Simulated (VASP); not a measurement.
CsSnI3:

```xyz
5
Lattice="6.2415 0.0000 0.0000 0.0000 6.2415 0.0000 0.0000 0.0000 6.0542" Properties=species:S:1:pos:R:3 pbc="T T T"
Cs    0.0000    0.0000    0.0000
Sn    3.1207    3.1207    3.0271
I     3.1207    3.1207    0.0000
I     3.1207    0.0000    3.0271
I     0.0000    3.1207    3.0271
```

This cell differs from its parent crystal: uniaxial z strain -3.0%.

Base run:

| Quantity | Value |
| --- | --- |
| Program | VASP 6.6.1 |
| Functional | r2SCAN |
| Potentials or basis | VASP PAW PBE potentials, release 64 (Cs_sv, Sn_d, I) |
| Cutoff | 520 eV |
| k mesh | 4 × 4 × 4 |
| Occupations | gaussian, width 0.01 eV |
| Spin | no spin polarisation |

Its results: band gap on the k mesh 0.27 eV; pressure 0.6 GPa.

Task: The run is repeated on the same cell with these changes: functional from r2SCAN to HSE06; k mesh from 4 × 4 × 4 to 2 × 2 × 2. What comes out?

Result: Band gap on the k mesh 0.62 eV; pressure 2.1 GPa.

Several settings changed at once.

Caveats: some runs use coarse meshes; the PAW data sets were made with another functional, which shifts forces and pressure a little; spin-orbit coupling is left out, which moves the levels of the heavy elements.

A k mesh can miss the band edges.
